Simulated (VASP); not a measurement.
Set up this calculation in VASP 6.6.1, as the native input.

```
Task                   : single point
Functional             : r2SCAN
Potentials or basis    : VASP PAW PBE potentials, release 64 (K_sv, Mg, Br)
Cutoff                 : 520 eV
k mesh                 : 6 × 6 × 6
Occupations            : gaussian, width 0.01 eV
Spin                   : no spin polarisation
Dipole correction      : no
Further INCAR settings : ALGO = Normal; EDIFF = 1e-06; NBANDS = 24
```

The system is KMgBr3.

```
K Mg Br
1.0
     5.46226    0.00000    0.00000
     0.00000    5.46226    0.00000
     0.00000    0.00000    5.46226
K Mg Br
1 1 3
Direct
  0.00000 0.00000 0.00000
  0.50000 0.50000 0.50000
  0.50000 0.50000 0.00000
  0.50000 0.00000 0.50000
  0.00000 0.50000 0.50000
```

This cell differs from its parent crystal: strain +3.0%.

These files were run (other wordings do the same):

POSCAR

```
KMgBr3
1.0
    5.4622621013      0.0000000000      0.0000000000
    0.0000000000      5.4622621013      0.0000000000
    0.0000000000      0.0000000000      5.4622621013
K Mg Br
1 1 3
Direct
    0.0000000000      0.0000000000      0.0000000000
    0.5000000000      0.5000000000      0.5000000000
    0.5000000000      0.5000000000      0.0000000000
    0.5000000000      0.0000000000      0.5000000000
    0.0000000000      0.5000000000      0.5000000000
```

INCAR.step1

```
SYSTEM = KMgBr3
PREC = Accurate
ENCUT = 520
ISMEAR = 0
SIGMA = 0.01
LREAL = .FALSE.
LASPH = .TRUE.
NELM = 100
NBANDS = 24
GGA = PE
ALGO = Normal
EDIFF = 1E-4
LWAVE = .TRUE.
LCHARG = .FALSE.
```

INCAR.step2

```
SYSTEM = KMgBr3
PREC = Accurate
ENCUT = 520
EDIFF = 1E-6
ISMEAR = 0
SIGMA = 0.01
LREAL = .FALSE.
LASPH = .TRUE.
NELM = 100
ALGO = Normal
ISIF = 2
LWAVE = .FALSE.
LCHARG = .TRUE.
METAGGA = R2SCAN
LMIXTAU = .TRUE.
LELF = .TRUE.
LVHAR = .TRUE.
NBANDS = 24
ISTART = 1
```

KPOINTS

```
Automatic mesh
0
G
  6 6 6
  0 0 0
```

Potentials or basis: VASP PAW PBE potentials, release 64 (K_sv, Mg, Br).

Command:

```bash
$ cat potpaw_PBE.64/K_sv/POTCAR potpaw_PBE.64/Mg/POTCAR potpaw_PBE.64/Br/POTCAR > POTCAR
$ cp INCAR.step1 INCAR
$ mpirun -np 1 vasp_std > vasp.out
$ cp INCAR.step2 INCAR
$ mpirun -np 1 vasp_std > vasp.out
```

It gave:

```yaml
Pressure: -2.2 GPa
Band_gap_on_the_k_mesh: 3.23 eV, indirect (least direct gap 3.69 eV)
```

Caveat: the cell differs from its parent crystal (strain +3.0%); the PAW data sets were made with another functional, which shifts forces and pressure a little.

It took 2 min on 1 thread of Intel(R) Xeon(R) 6975P-C (Granite Rapids), with other jobs on the host, peak memory 0.33 GiB.
